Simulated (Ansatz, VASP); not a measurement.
## Pd3F7: VASP beside Ansatz

File INCAR:

```
SYSTEM = Pd3F7
PREC     = Accurate       ! precision mode
ENCUT    = 600            ! plane-wave cutoff, eV
EDIFF    = 1E-7           ! SCF threshold, eV
ISMEAR   = 0              ! smearing method
SIGMA    = 0.1            ! smearing width, eV
LREAL    = .FALSE.        ! projectors in reciprocal space
LASPH    = .TRUE.         ! aspherical terms in the spheres
NELM     = 120            ! most SCF steps
ALGO     = Normal         ! electronic algorithm
ISIF     = 3              ! what is computed and relaxed
LWAVE    = .FALSE.        ! write WAVECAR
LCHARG   = .FALSE.        ! write CHGCAR
GGA      = PE             ! functional
IBRION   = 2              ! ionic algorithm
NSW      = 100            ! ionic steps
EDIFFG   = -0.01          ! ionic threshold
GGA_COMPAT= .FALSE.      
NELMIN   = 4            
KPAR     = 4
```

KPOINTS

```
regular mesh
0
G
  8 8 10
  0 0 0
```

File POSCAR:

```
Pd3F7
1.0
    2.9208291000     -6.8013081000      0.0000000000
    2.9208291000      6.8013081000      0.0000000000
    0.0000000000      0.0000000000      4.0568011000
Pd F
3 7
Direct
    0.0000000000      0.0000000000      0.0000000000
    0.5000000000      0.0000000000      0.0000000000
    0.0000000000      0.5000000000      0.0000000000
    0.0000000000      0.0000000000      0.5000000000
    0.3522320000      0.1462700000      0.0000000000
    0.6477680000      0.8537300000      0.0000000000
    0.1462700000      0.3522320000      0.0000000000
    0.8537300000      0.6477680000      0.0000000000
    0.5000000000      0.0000000000      0.5000000000
    0.0000000000      0.5000000000      0.5000000000
```

Input for Ansatz:

```yaml
crystal:
  lattice:
    - [2.9208291, -6.8013081, 0.0]
    - [2.9208291, 6.8013081, 0.0]
    - [0.0, 0.0, 4.0568011]
  atoms:
    - { symbol: Pd, position: [0.0, 0.0, 0.0] }
    - { symbol: Pd, position: [0.5, 0.0, 0.0] }
    - { symbol: Pd, position: [0.0, 0.5, 0.0] }
    - { symbol: F, position: [0.0, 0.0, 0.5] }
    - { symbol: F, position: [0.352232, 0.14627, 0.0] }
    - { symbol: F, position: [0.647768, 0.85373, 0.0] }
    - { symbol: F, position: [0.14627, 0.352232, 0.0] }
    - { symbol: F, position: [0.85373, 0.647768, 0.0] }
    - { symbol: F, position: [0.5, 0.0, 0.5] }
    - { symbol: F, position: [0.0, 0.5, 0.5] }
basis:
  ecutwfc: 420
kpoints:
  mp_grid: { grid: [8, 8, 10] }
hamiltonian:
  xc: pbe
scf:
  occupations: { method: gaussian, width: 0.1 }
output:
  forces: true
  stress: true
  eigenvalues: true
  write_density: true
  write_potential: true
  elf: true
  volumetric_format: npy
relax:
  adjacent_minimum: "off"
  f_tol: 0.01
  max_steps: 80
  cell: { stress_tol: 0.05 }
```

Alike in both runs: task relaxation of cell and atoms; functional PBE; k mesh 8 × 8 × 10; occupations gaussian, width 0.1 eV; no spin polarisation.

```csv
,VASP,Ansatz
version,VASP 6.6.1,Ansatz 0.2.0
potentials or method,"VASP PAW PBE potentials, release 64 (Pd, F), cutoff 600 eV","scalar-relativistic, plane waves, PAW"
valence electrons in the cell,79,103
```

|  | VASP | Ansatz | Ansatz less VASP |
| --- | --- | --- | --- |
| gap on the k mesh at the Fermi level, each at its own relaxed structure (eV) | none | none | - |
| relaxed volume (Å³/atom) | 15.96 | 16.12 | +0.159 |
| relaxed cell length with the largest relative difference (Å) | 4.054 | 4.057 | +0.0029 |

A gap of «none» marks a metal or a gap that the smearing closes. VASP's potentials hold 79 valence electrons a cell and Ansatz's 103, so a difference there can come from the potentials and not from the codes. Ansatz's warnings: xc potential rough in thin density.
